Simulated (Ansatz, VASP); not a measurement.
## One calculation of Ga, two programs

```
Ga
1.0
     4.64348    0.00000    0.00000
    -2.32174    4.02137    0.00000
     0.00000    0.00000    2.97624
Ga
3
Direct
  0.00000 0.00000 0.00000
  0.33333 0.66667 0.50000
  0.66667 0.33333 0.50000
```

Alike in both runs: task single point; functional PBE; k mesh 9 × 9 × 12; occupations fermi-dirac, width 0.1 eV; no spin polarisation.

|  | VASP | Ansatz |
| --- | --- | --- |
| version | VASP 6.6.1 | Ansatz 0.2.0 |
| potentials or method | VASP PAW PBE potentials, release 64 (Ga_d), cutoff 520 eV | plane waves (420 eV) with PAW, scalar-relativistic |
| valence electrons in the cell | 39 | 39 |

Ansatz gave:

| Property | Result |
| --- | --- |
| pressure (GPa) | 2.3 |
| traceless stress, the component that is largest in VASP (GPa) | -0.49 |

**Question.** Estimate VASP's values.

**Answer.** Pressure (GPa): 2.3; traceless stress, the component that is largest in VASP (GPa): -0.52.
